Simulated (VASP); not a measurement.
SrO:

```
Sr O
1.0
     3.34981    0.00000    0.00000
    -1.67491    2.90102    0.00000
     0.00000    0.00000    4.04481
Sr O
1 1
Direct
  0.00000 0.00000 0.69975
  0.33333 0.66667 0.44402
```

The cell was built from a structure type or drawn by symmetry, and may not be a known phase.

```yaml
Program: VASP 6.6.1
Task: relaxation of cell and atoms
Functional: PBE
Potentials_or_basis: VASP PAW PBE potentials, release 64 (Sr_sv, O)
Cutoff: 600 eV
k_mesh: 6 × 6 × 4
Occupations: gaussian, width 0.1 eV
Spin: no spin polarisation
```

At the start: pressure 15.4 GPa; volume 19.65 Å³/atom.

**Question.** Where does the relaxation end?

**Answer.** Over 17 steps the energy falls by 639.6 meV/atom and the volume is 17.47 Å³/atom (-11.1 %); space group P3m1 (No. 156, to 0.1 Å) before, P-6m2 (No. 187, to 0.1 Å).

Step by step:
```
step  energy change (eV)  largest force (eV/Å)  pressure (GPa)  volume (Å³)
   1              0.0000                1.5639           15.38        39.31
   2             -0.6300                0.6331           -7.79        50.54
   3             -0.6984                0.3563           -3.99        47.21
   4             -0.8854                0.2471           -3.01        44.74
   5             -0.9035                0.4074           -2.62        43.92
   6             -0.9045                0.4442           -2.52        43.72
   7             -0.9490                0.7087           -0.15        41.26
   8             -0.9649                1.0434            3.32        38.57
   9             -0.9841                1.0456            3.47        38.10
  10             -1.0384                1.0417            4.11        36.70
  11             -1.1160                0.9608            6.70        34.01
  12             -0.9058                0.1548           22.57        29.03
  13             -1.1068                0.9791            8.45        33.22
  14             -1.1982                0.6083            4.88        33.81
  15             -1.2763                0.0430           -0.90        35.35
  16             -1.2783                0.0264           -0.57        35.16
  17             -1.2792                0.0055           -0.15        34.95
```

Final structure:
```
CELL_PARAMETERS angstrom
3.54056 0.00000 0.00000
-1.77028 3.06621 0.00000
0.00000 0.00000 3.21910
ATOMIC_POSITIONS crystal
Sr 0.00000 0.00000 0.82136
O 0.33333 0.66667 0.32242
```

Caveat: a cell axis changed by over 15 % at a fixed basis, so the end point is rough.
